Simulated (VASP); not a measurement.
HfSi (zincblende type):

```
CELL_PARAMETERS angstrom
0.00000 3.07782 3.07782
3.07782 0.00000 3.07782
3.07782 3.07782 0.00000
ATOMIC_POSITIONS crystal
Hf 0.00000 0.00000 0.00000
Si 0.25000 0.25000 0.25000
```

| Property | Result |
| --- | --- |
| Program | VASP 6.6.1 |
| Task | relaxation of cell and atoms |
| Functional | PBE |
| Potentials or basis | VASP PAW PBE potentials, release 64 (Hf_pv, Si) |
| Cutoff | 600 eV |
| k mesh | 12 × 12 × 12 |
| Occupations | fermi-dirac, width 0.05 eV |
| Spin | no spin polarisation |

At the start: pressure -3.0 GPa; volume 29.16 Å³/atom.

Problem. Where does the relaxation end?

Solution. Over 3 steps the energy falls by 13.9 meV/atom and the volume is 27.73 Å³/atom (-4.9 %); space group F-43m (No. 216, to 0.1 Å) before and after.

Step by step:
| step | energy change (eV) | largest force (eV/Å) | pressure (GPa) | volume (Å³) |
| --- | --- | --- | --- | --- |
| 1 | 0.0000 | 0.0000 | -3.01 | 58.31 |
| 2 | -0.0174 | 0.0000 | 2.09 | 53.81 |
| 3 | -0.0278 | 0.0000 | 0.01 | 55.46 |

Final structure:
```yaml
crystal:
  lattice:
    - [0.00000, 3.02684, 3.02684]
    - [3.02684, 0.00000, 3.02684]
    - [3.02684, 3.02684, 0.00000]
  atoms:
    - { symbol: Hf, position: [0.00000, 0.00000, 0.00000] }
    - { symbol: Si, position: [0.25000, 0.25000, 0.25000] }
```
